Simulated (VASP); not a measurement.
ZnO: single point with LDA

Crystal: ZnO.

```
CELL_PARAMETERS angstrom
3.12869 0.00000 0.00000
-1.56435 2.70953 0.00000
0.00000 0.00000 5.06065
ATOMIC_POSITIONS crystal
Zn 0.33333 0.66667 0.50042
Zn 0.66667 0.33333 0.00042
O 0.66667 0.33333 0.37859
O 0.33333 0.66667 0.87859
```

- Program: VASP 6.6.1
- Task: single point
- Functional: LDA
- Potentials or basis: VASP PAW LDA potentials, release 64 (Zn, O)
- Cutoff: 520 eV
- k mesh: 8 × 8 × 4
- Occupations: gaussian, width 0.01 eV
- Spin: no spin polarisation
- Dipole correction: no
- Further INCAR settings: ALGO = Normal; EDIFF = 1e-06; NBANDS = 26

```json
{
 "Pressure": "11.5 GPa",
 "Band gap on the k mesh": "0.90 eV, direct"
}
```

Levels at points of the mesh, in eV from the valence-band top:
```tsv
k point	band 15	band 16	band 17	band 18	band 19	band 20	band 21	band 22
(0.00, 0.00, 0.00)	-0.93	-0.12	0.00	0.00	0.90	5.50	8.38	13.25
(0.50, 0.00, 0.00)	-3.20	-2.65	-1.50	-0.98	6.13	6.84	7.50	9.09
(0.00, 0.00, 0.50)	-0.46	-0.46	-0.46	-0.46	3.62	3.62	10.27	10.27
(0.50, 0.00, 0.50)	-1.75	-1.75	-1.61	-1.61	5.72	5.72	8.90	8.90
```

Run time: 34 s on 1 thread of Intel Xeon 8259CL (shared host), peak memory 0.15 GiB.

LDA gaps usually lie below the measured ones, often by a third to a half.
